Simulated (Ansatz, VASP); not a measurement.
Two plane-wave programs on KGeF3

```
CELL_PARAMETERS angstrom
4.49722 0.00000 0.00000
0.00000 4.49722 0.00000
0.00000 0.00000 4.49722
ATOMIC_POSITIONS crystal
K 0.00000 0.00000 0.00000
Ge 0.50000 0.50000 0.50000
F 0.50000 0.50000 0.00000
F 0.50000 0.00000 0.50000
F 0.00000 0.50000 0.50000
```

Change from the starting cell: hydrostatic strain +2.5%.

Alike in both runs: task single point; functional r2SCAN; k mesh 6 × 6 × 6; no spin polarisation.

|  | VASP | Ansatz |
| --- | --- | --- |
| version | VASP 6.6.1 | Ansatz 0.2.0 |
| potentials or method | VASP PAW PBE potentials, release 64 (K_sv, Ge_d, F) | plane waves, PAW |
| plane-wave cutoff (eV) | 520 | 500 |
| occupations | gaussian, width 0.01 eV | fixed |
| valence electrons in the cell | 44 | 44 |

```csv
,VASP,Ansatz,Ansatz less VASP
gap on the k mesh at the Fermi level (eV),2.38,2.39,+0.006
pressure (GPa),-3.8,-3.6,+0.20
```

VASP's potentials were made for PBE, not for r2SCAN.
